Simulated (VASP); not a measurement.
Write the native input for VASP 6.6.1 that does the following.

```yaml
Task: relaxation of cell and atoms
Functional: BLYP
Dispersion: D4
Potentials_or_basis: VASP PAW PBE potentials, release 64 (Ag)
Cutoff: 600 eV
k_mesh: 11 × 11 × 11
Occupations: fermi-dirac, width 0.05 eV
Spin: no spin polarisation
Dipole_correction: no
Further_INCAR_settings: ALGO = Normal; EDIFF = 1e-07; IBRION = 2; EDIFFG = -0.01; NSW = 60; ISIF = 3
```

The structure of Ag lies in POSCAR:

```
Ag
1.0
   -1.6556540000      1.6556540000      1.6556540000
    1.6556540000     -1.6556540000      1.6556540000
    1.6556540000      1.6556540000     -1.6556540000
Ag
1
Direct
    0.0000000000      0.0000000000      0.0000000000
```

The input as run:

INCAR

```
PREC = Accurate
ENCUT = 600
EDIFF = 1E-7
ISMEAR = -1
SIGMA = 0.05
LREAL = False
LASPH = True
NELM = 60
ALGO = Normal
ISIF = 3
LWAVE = False
LCHARG = False
GGA = B5
ALDAX = 1.0
AGGAX = 1.0
AGGAC = 1.0
ALDAC = 0.0
IVDW = 13
VDW_S6 = 1.0
VDW_S8 = 2.34076671
VDW_A1 = 0.44488865
VDW_A2 = 4.0933009
IBRION = 2
NSW = 60
EDIFFG = -0.01
```

KPOINTS

```
regular mesh
0
Gamma
  11 11 11
```

Potentials or basis: VASP PAW PBE potentials, release 64 (Ag).

Run with:

```sh
$ cat potpaw_PBE.64/Ag/POTCAR > POTCAR
$ mpirun -np 1 vasp_std > vasp.out
```

Results of the run:

```yaml
Relaxed_volume: 17.58 Å³/atom
Relaxed_cell: a = 2.837 Å, b = 2.837 Å, c = 2.837 Å, α = 109.47°, β = 109.47°, γ = 109.47°
Space_group_after_relaxing_to_0.05_Å: Im-3m (No. 229)
Energy_gained_by_relaxing: 5.5 meV/atom
Ionic_steps: 3
Pressure_after_relaxing: 0.0 GPa
Dispersion_energy_per_atom: -1.059 eV
```

Caveat: the PAW data sets were made with another functional, which shifts forces and pressure a little; pairwise dispersion overbinds metals, which lowers pressure and volume.

Wall time 51 s on 1 thread of Intel Xeon 8259CL, on a shared host, peak memory 0.15 GiB.
